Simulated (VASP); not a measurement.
# MgS (v.bB) (F-43m) in VASP: notebook

The runs below take MgS (v.bB) through single point, with PBEsol.

Program: VASP 6.6.1. These are calculated values, not measurements. Logs are shortened: lines on timing, memory, paths and dates and some standing lists are left out, and cuts for length are marked.

### Step 1. The cell of the first run

It takes space group F-43m (No. 216, cubic). The conventional cell has a = 5.652 Å, b = 5.652 Å, c = 5.652 Å, α = 90.00°, β = 90.00°, γ = 90.00°. Within 3.2 Å of Mg (site symmetry -43m) lie 4 S at 2.45 Å. Within 3.2 Å of S (site symmetry -43m) lie 4 Mg at 2.45 Å.

### Step 2. Single point, PBEsol

The input, INCAR:

```
SYSTEM = MgS
ALGO = Normal ; EDIFF = 1E-6
ENCUT = 600 ; GGA = PS
GGA_COMPAT = .False. ; ISIF = 2
ISMEAR = 0 ; LASPH = .True.
LCHARG = .False. ; LREAL = .False.
LWAVE = .False. ; NBANDS = 11
NELM = 120 ; PREC = Accurate
SIGMA = 0.02
```

The input, KPOINTS:

```
k-points
0
Gamma
  8 8 8
  0 0 0
```

The input, POSCAR:

```
MgS
1.0
    0.0000000000      2.8257734839      2.8257734839
    2.8257734839      0.0000000000      2.8257734839
    2.8257734839      2.8257734839      0.0000000000
Mg S
1 1
Direct
    0.0000000000      0.0000000000      0.0000000000
    0.2500000000      0.2500000000      0.2500000000
```

Potentials or basis: VASP PAW PBE potentials, release 64 (Mg, S).

Command:

```bash
> cat potpaw_PBE.64/Mg/POTCAR potpaw_PBE.64/S/POTCAR > POTCAR
> mpirun -np 1 vasp_std > vasp.out
```

OUTCAR:

```text
SYSTEM = MgS
   EDIFF = 1E-6
   ENCUT = 600
   GGA = PS
   ISIF = 2
   ISMEAR = 0
   LASPH = .True.
   LREAL = .False.
   NELM = 120
   PREC = Accurate

 ion  position               nearest neighbor table
   1  0.000  0.000  0.000-   2 2.45   2 2.45   2 2.45   2 2.45
   2  0.250  0.250  0.250-   1 2.45   1 2.45   1 2.45   1 2.45

  LATTYP: Found a face centered cubic cell.
 ALAT       =     5.6515469678

  Lattice vectors:

 A1 = (   0.0000000000,   2.8257734839,   2.8257734839)
 A2 = (   2.8257734839,   0.0000000000,   2.8257734839)
 A3 = (   2.8257734839,   2.8257734839,   0.0000000000)

Analysis of symmetry for initial positions (statically):
=====================================================================
 Subroutine PRICEL returns:
 Original cell was already a primitive cell.

 Routine SETGRP: Setting up the symmetry group for a
 face centered cubic supercell.

 Subroutine GETGRP returns: Found 24 space group operations
 (whereof 24 operations were pure point group operations)
 out of a pool of 48 trial point group operations.

The static configuration has the point symmetry T_d .

Analysis of symmetry for dynamics (positions and initial velocities):
=====================================================================
 Subroutine PRICEL returns:
 Original cell was already a primitive cell.

 Routine SETGRP: Setting up the symmetry group for a
 face centered cubic supercell.

 Subroutine GETGRP returns: Found 24 space group operations
 (whereof 24 operations were pure point group operations)
 out of a pool of 48 trial point group operations.

The dynamic configuration has the point symmetry T_d .

 Subroutine INISYM returns: Found 24 space group operations
 (whereof 24 operations are pure point group operations),
 and found     1 'primitive' translations

----------------------------------------------------------------------------------------

                                     Primitive cell

  volume of cell :      45.1276

  direct lattice vectors                    reciprocal lattice vectors
     0.000000000  2.825773484  2.825773484    -0.176942704  0.176942704  0.176942704
     2.825773484  0.000000000  2.825773484     0.176942704 -0.176942704  0.176942704
     2.825773484  2.825773484  0.000000000     0.176942704  0.176942704 -0.176942704

  length of vectors
     3.996247185  3.996247185  3.996247185     0.306473753  0.306473753  0.306473753

  position of ions in fractional coordinates (direct lattice)
     0.000000000  0.000000000  0.000000000
     0.250000000  0.250000000  0.250000000

  ion indices of the primitive-cell ions
[... 79 lines left out ...]
   IBRION =     -1    ionic relax: 0-MD 1-quasi-New 2-CG
   NFREE  =      0    steps in history (QN), initial steepest desc. (CG)
   ISIF   =      2    stress and relaxation
   ISYM   =      2    0-nonsym 1-usesym 2-fastsym
   POTIM  = 0.5000    time-step for ionic-motion
   TEBEG  =    0.0;   TEEND  =   0.0 temperature during run
   PSTRESS=    0.0 pullay stress
   NELECT =       8.0000    total number of electrons
   NUPDOWN=      -1.0000    fix difference up-down
   EMIN   =  10.00;   EMAX   =-10.00  energy-range for DOS
   EFERMI =   0.00;   METHOD = LEGACY
   ISMEAR =     0;   SIGMA  =   0.02  broadening in eV -4-tet -1-fermi 0-gaus
   EFERMI_NEDOS =   21; number of points for ismear=-14 and -15
   IALGO  =     38    algorithm
   IMIX   =      4    mixing-type and parameters
     AMIX     =   0.40;   BMIX     =  1.00
     AMIX_MAG =   1.60;   BMIX_MAG =  1.00
  volume/ion in A,a.u.               =      22.56       152.27
  Fermi-wavevector in a.u.,A,eV,Ry     =   0.919653  1.737893 11.507294  0.845762
  Thomas-Fermi vector in A             =   2.044871
   LORBIT       =      0    0 simple, 1 ext, 2 COOP (PROOUT), +10 PAW based schemes
   GGA     = PS    functional components
   LHFCALC =     F    Hartree Fock is set to
   AEXX    =    0.0000 exact exchange contribution
   IVDW    =     0    specifies the selected vdW correction
   LEPSILON=     F    determine dielectric tensor
   LRPA    =     F    only Hartree local field effects (RPA)
 non-spin polarized calculation
 Gauss-broadening in eV      SIGMA  =   0.02
  energy-cutoff  :      600.00
  volume of cell :       45.13
 maximum number of plane-waves:      1540
   NGX = 15   NGY = 15   NGZ = 15

 number of electron       8.0000000 magnetization

 Free energy of the ion-electron system (eV)
  ---------------------------------------------------
  ext. energy  EPLUGINS =         0.00000000
  ---------------------------------------------------
  free energy    TOTEN  =        -8.91806681 eV

  energy without entropy =       -8.91806681  energy(sigma->0) =       -8.91806681

 E-fermi :   1.1638     XC(G=0):  -8.5979

 val. band max:        1.0352196280   @ k =   0.0000   0.0000   0.0000
 cond. band min:       4.3580576687   @ k =   0.0000   0.0000   0.0000
 fundamental gap:      3.3228380407
 Fermi energy:         1.1637710151

 k-point     1 :       0.0000    0.0000    0.0000
  band No.  band energies     occupation
      1     -10.2521      2.00000
      2       1.0352      2.00000
      3       1.0352      2.00000
      4       1.0352      2.00000
      5       4.3581      0.00000
      6       8.9219      0.00000
      7       8.9219      0.00000
      8       8.9219      0.00000
      9      11.8304      0.00000
     10      11.8304      0.00000
     11      14.6267      0.00000
[... 309 lines left out ...]
 k-point    24 :      -0.3750    0.2500    0.1250
  band No.  band energies     occupation
      1      -9.4365      2.00000
      2      -1.8048      2.00000
      3      -0.2933      2.00000
      4       0.3726      2.00000
      5       6.9672      0.00000
      6       7.4307      0.00000
      7       9.7156      0.00000
      8       9.8099      0.00000
      9      12.3739      0.00000
     10      13.7906      0.00000
     11      15.2124      0.00000

 [... further k-points ...]
[... 5 lines left out ...]
  --------------------------------------------------------------------------------------
  -------------------------------------------------------------------------------------
  Total       -0.0181507     -0.0181507     -0.0181507      0.0000000     -0.0000000     -0.0000000
  in kB       -0.6444088     -0.6444088     -0.6444088      0.0000000     -0.0000000     -0.0000000
  external PRESSURE =      -0.6444088 kB  Pullay stress =       0.0000000 kB

 VOLUME and BASIS-vectors are now :
 -----------------------------------------------------------------------------
  energy-cutoff  :      600.00
  volume of cell :       45.13
      direct lattice vectors                 reciprocal lattice vectors
     0.000000000  2.825773484  2.825773484    -0.176942704  0.176942704  0.176942704
     2.825773484  0.000000000  2.825773484     0.176942704 -0.176942704  0.176942704
     2.825773484  2.825773484  0.000000000     0.176942704  0.176942704 -0.176942704

 POSITION                                       TOTAL-FORCE (eV/Angst)
 -----------------------------------------------------------------------------------
      0.00000      0.00000      0.00000         0.000000      0.000000      0.000000
      1.41289      1.41289      1.41289        -0.000000     -0.000000     -0.000000
 -----------------------------------------------------------------------------------
    total drift:                               -0.000000     -0.000000     -0.000000

  FREE ENERGIE OF THE ION-ELECTRON SYSTEM (eV)
  ---------------------------------------------------
  free  energy   TOTEN  =        -8.9180668112 eV

  energy  without entropy=       -8.9180668112  energy(sigma->0) =       -8.91806681
```

OSZICAR:

```text
N       E                     dE             d eps       ncg     rms          rms(c)
DAV:   1     0.261185844245E+02    0.26119E+02   -0.36638E+03   646   0.646E+02
DAV:   2    -0.717243163496E+01   -0.33291E+02   -0.31644E+02   748   0.102E+02
DAV:   3    -0.938304075677E+01   -0.22106E+01   -0.22065E+01   805   0.288E+01
DAV:   4    -0.940133600773E+01   -0.18295E-01   -0.18293E-01   753   0.315E+00
DAV:   5    -0.940155229190E+01   -0.21628E-03   -0.21628E-03   797   0.343E-01    0.374E+00
DAV:   6    -0.895620147442E+01    0.44535E+00   -0.10951E+00   692   0.384E+00    0.272E+00
DAV:   7    -0.891686233237E+01    0.39339E-01   -0.23130E-01   754   0.191E+00    0.205E+00
DAV:   8    -0.891868912056E+01   -0.18268E-02   -0.14895E-02   722   0.739E-01    0.105E+00
DAV:   9    -0.891797968107E+01    0.70944E-03   -0.18274E-03   737   0.213E-01    0.359E-01
DAV:  10    -0.891805491383E+01   -0.75233E-04   -0.23250E-04   740   0.741E-02    0.314E-02
DAV:  11    -0.891806742680E+01   -0.12513E-04   -0.12247E-05   746   0.184E-02    0.513E-02
DAV:  12    -0.891806681122E+01    0.61558E-06   -0.13738E-06   769   0.513E-03
   1 F= -.89180668E+01 E0= -.89180668E+01  d E =-.755069E-22
```

stdout:

```text
POSCAR found type information on POSCAR MgS
 POSCAR found :  2 types and       2 ions
 scaLAPACK will be used
 -----------------------------------------------------------------------------
|                                                                             |
|                                                                             |
|     You enforced a specific xc type in the INCAR file but a different       |
|     I HOPE YOU KNOW WHAT YOU ARE DOING!                                     |
|                                                                             |
 -----------------------------------------------------------------------------

 LDA part: xc-table for (Slater+PW92), standard interpolation
 POSCAR, INCAR and KPOINTS ok, starting setup
 FFT: planning ... GRIDC
 FFT: planning ... GRID_SOFT
 FFT: planning ... GRID
 WAVECAR not read
 entering main loop
```

Wall time 11 s (1 thread of Intel Xeon 6975P-C, shared host); peak memory 0.18 GiB.

What came out:

- Free energy: -8.9181 eV
- Pressure: -0.1 GPa
- Band gap on the k mesh: 3.32 eV, direct

Levels at points of the mesh, in eV from the valence-band top:
```tsv
k point	band 2	band 3	band 4	band 5	band 6	band 7
(0.00, 0.00, 0.00)	0.00	0.00	0.00	3.32	7.89	7.89
(0.50, 0.00, 0.00)	-3.20	-0.33	-0.33	5.01	7.55	7.55
(0.50, 0.50, 0.00)	-2.87	-1.06	-1.06	3.71	5.55	11.08
```

Caveat: the PAW data sets were made with another functional, which shifts forces and pressure a little.

### Step 3. Single point, PBEsol

The input, INCAR:

```
PREC     = Accurate       # precision mode
ENCUT    = 600            # plane-wave cutoff, eV
EDIFF    = 1E-6           # SCF threshold, eV
ISMEAR   = 0              # smearing method
SIGMA    = 0.02           # smearing width, eV
LREAL    = False          # projectors in reciprocal space
LASPH    = True           # aspherical terms in the spheres
NELM     = 120            # most SCF steps
ALGO     = Normal         # electronic algorithm
ISIF     = 2              # what is computed and relaxed
LWAVE    = False          # write WAVECAR
LCHARG   = True           # write CHGCAR
GGA      = PS             # functional
LELF     = True           # ELF
LVHAR    = True         
NBANDS   = 11             # bands
GGA_COMPAT= False
```

The input, KPOINTS:

```
Automatic mesh
0
Gamma
  8 8 8
```

POSCAR is that of step 2.

Potentials or basis: VASP PAW PBE potentials, release 64 (Mg, S).

Command:

```bash
> cat potpaw_PBE.64/Mg/POTCAR potpaw_PBE.64/S/POTCAR > POTCAR
> mpirun -np 1 vasp_std > vasp.out
```

OUTCAR:

```text
PREC = Accurate
   ENCUT = 600
   EDIFF = 1E-6
   ISMEAR = 0
   LREAL = False
   LASPH = True
   NELM = 120
   ISIF = 2
   GGA = PS

 ion  position               nearest neighbor table
   1  0.000  0.000  0.000-   2 2.45   2 2.45   2 2.45   2 2.45
   2  0.250  0.250  0.250-   1 2.45   1 2.45   1 2.45   1 2.45

  LATTYP: Found a face centered cubic cell.
 ALAT       =     5.6515469678

  Lattice vectors:

 A1 = (   0.0000000000,   2.8257734839,   2.8257734839)
 A2 = (   2.8257734839,   0.0000000000,   2.8257734839)
 A3 = (   2.8257734839,   2.8257734839,   0.0000000000)

Analysis of symmetry for initial positions (statically):
=====================================================================
 Subroutine PRICEL returns:
 Original cell was already a primitive cell.

 Routine SETGRP: Setting up the symmetry group for a
 face centered cubic supercell.

 Subroutine GETGRP returns: Found 24 space group operations
 (whereof 24 operations were pure point group operations)
 out of a pool of 48 trial point group operations.

The static configuration has the point symmetry T_d .

Analysis of symmetry for dynamics (positions and initial velocities):
=====================================================================
 Subroutine PRICEL returns:
 Original cell was already a primitive cell.

 Routine SETGRP: Setting up the symmetry group for a
 face centered cubic supercell.

 Subroutine GETGRP returns: Found 24 space group operations
 (whereof 24 operations were pure point group operations)
 out of a pool of 48 trial point group operations.

The dynamic configuration has the point symmetry T_d .

 Subroutine INISYM returns: Found 24 space group operations
 (whereof 24 operations are pure point group operations),
 and found     1 'primitive' translations

----------------------------------------------------------------------------------------

                                     Primitive cell
[... 112 lines left out ...]
  volume/ion in A,a.u.               =      22.56       152.27
  Fermi-wavevector in a.u.,A,eV,Ry     =   0.919653  1.737893 11.507294  0.845762
  Thomas-Fermi vector in A             =   2.044871
   LORBIT       =      0    0 simple, 1 ext, 2 COOP (PROOUT), +10 PAW based schemes
   GGA     = PS    functional components
   LHFCALC =     F    Hartree Fock is set to
   AEXX    =    0.0000 exact exchange contribution
   IVDW    =     0    specifies the selected vdW correction
   LEPSILON=     F    determine dielectric tensor
   LRPA    =     F    only Hartree local field effects (RPA)
 non-spin polarized calculation
 Gauss-broadening in eV      SIGMA  =   0.02
  energy-cutoff  :      600.00
  volume of cell :       45.13
 maximum number of plane-waves:      1540
   NGX = 15   NGY = 15   NGZ = 15

 number of electron       8.0000000 magnetization

 Free energy of the ion-electron system (eV)
  ---------------------------------------------------
  ext. energy  EPLUGINS =         0.00000000
  ---------------------------------------------------
  free energy    TOTEN  =        -8.91806681 eV

  energy without entropy =       -8.91806681  energy(sigma->0) =       -8.91806681

 E-fermi :   1.1638     XC(G=0):  -8.5979

 val. band max:        1.0352196280   @ k =   0.0000   0.0000   0.0000
 cond. band min:       4.3580576687   @ k =   0.0000   0.0000   0.0000
 fundamental gap:      3.3228380407
 Fermi energy:         1.1637710151

 k-point     1 :       0.0000    0.0000    0.0000
  band No.  band energies     occupation
      1     -10.2521      2.00000
      2       1.0352      2.00000
      3       1.0352      2.00000
      4       1.0352      2.00000
      5       4.3581      0.00000
      6       8.9219      0.00000
      7       8.9219      0.00000
      8       8.9219      0.00000
      9      11.8304      0.00000
     10      11.8304      0.00000
     11      14.6267      0.00000
[... 309 lines left out ...]
 k-point    24 :      -0.3750    0.2500    0.1250
  band No.  band energies     occupation
      1      -9.4365      2.00000
      2      -1.8048      2.00000
      3      -0.2933      2.00000
      4       0.3726      2.00000
      5       6.9672      0.00000
      6       7.4307      0.00000
      7       9.7156      0.00000
      8       9.8099      0.00000
      9      12.3739      0.00000
     10      13.7906      0.00000
     11      15.2124      0.00000

 [... further k-points ...]
[... 5 lines left out ...]
  --------------------------------------------------------------------------------------
  -------------------------------------------------------------------------------------
  Total       -0.0181507     -0.0181507     -0.0181507      0.0000000     -0.0000000     -0.0000000
  in kB       -0.6444088     -0.6444088     -0.6444088      0.0000000     -0.0000000     -0.0000000
  external PRESSURE =      -0.6444088 kB  Pullay stress =       0.0000000 kB

 VOLUME and BASIS-vectors are now :
 -----------------------------------------------------------------------------
  energy-cutoff  :      600.00
  volume of cell :       45.13
      direct lattice vectors                 reciprocal lattice vectors
     0.000000000  2.825773484  2.825773484    -0.176942704  0.176942704  0.176942704
     2.825773484  0.000000000  2.825773484     0.176942704 -0.176942704  0.176942704
     2.825773484  2.825773484  0.000000000     0.176942704  0.176942704 -0.176942704

 POSITION                                       TOTAL-FORCE (eV/Angst)
 -----------------------------------------------------------------------------------
      0.00000      0.00000      0.00000         0.000000      0.000000      0.000000
      1.41289      1.41289      1.41289        -0.000000     -0.000000     -0.000000
 -----------------------------------------------------------------------------------
    total drift:                               -0.000000     -0.000000     -0.000000

  FREE ENERGIE OF THE ION-ELECTRON SYSTEM (eV)
  ---------------------------------------------------
  free  energy   TOTEN  =        -8.9180668112 eV

  energy  without entropy=       -8.9180668112  energy(sigma->0) =       -8.91806681
```

OSZICAR:

```text
N       E                     dE             d eps       ncg     rms          rms(c)
DAV:   1     0.261185844245E+02    0.26119E+02   -0.36638E+03   646   0.646E+02
DAV:   2    -0.717243163496E+01   -0.33291E+02   -0.31644E+02   748   0.102E+02
DAV:   3    -0.938304075677E+01   -0.22106E+01   -0.22065E+01   805   0.288E+01
DAV:   4    -0.940133600773E+01   -0.18295E-01   -0.18293E-01   753   0.315E+00
DAV:   5    -0.940155229190E+01   -0.21628E-03   -0.21628E-03   797   0.343E-01    0.374E+00
DAV:   6    -0.895620147442E+01    0.44535E+00   -0.10951E+00   692   0.384E+00    0.272E+00
DAV:   7    -0.891686233237E+01    0.39339E-01   -0.23130E-01   754   0.191E+00    0.205E+00
DAV:   8    -0.891868912056E+01   -0.18268E-02   -0.14895E-02   722   0.739E-01    0.105E+00
DAV:   9    -0.891797968107E+01    0.70944E-03   -0.18274E-03   737   0.213E-01    0.359E-01
DAV:  10    -0.891805491383E+01   -0.75233E-04   -0.23250E-04   740   0.741E-02    0.314E-02
DAV:  11    -0.891806742680E+01   -0.12513E-04   -0.12247E-05   746   0.184E-02    0.513E-02
DAV:  12    -0.891806681122E+01    0.61558E-06   -0.13738E-06   769   0.513E-03
   1 F= -.89180668E+01 E0= -.89180668E+01  d E =-.755069E-22
```

stdout:

```text
POSCAR found type information on POSCAR MgS
 POSCAR found :  2 types and       2 ions
 scaLAPACK will be used
 -----------------------------------------------------------------------------
|                                                                             |
|                                                                             |
|     You enforced a specific xc type in the INCAR file but a different       |
|     I HOPE YOU KNOW WHAT YOU ARE DOING!                                     |
|                                                                             |
 -----------------------------------------------------------------------------

 LDA part: xc-table for (Slater+PW92), standard interpolation
 POSCAR, INCAR and KPOINTS ok, starting setup
 FFT: planning ... GRIDC
 FFT: planning ... GRID_SOFT
 FFT: planning ... GRID
 WAVECAR not read
 entering main loop
```

It took 12 s on 1 thread of Intel Xeon 6975P-C, shared host; peak memory 0.18 GiB.

What came out:

```yaml
Free_energy: -8.9181 eV
Pressure: -0.1 GPa
Band_gap_on_the_k_mesh: 3.32 eV, direct
```

Caveat: the PAW data sets were made with another functional, which shifts forces and pressure a little.
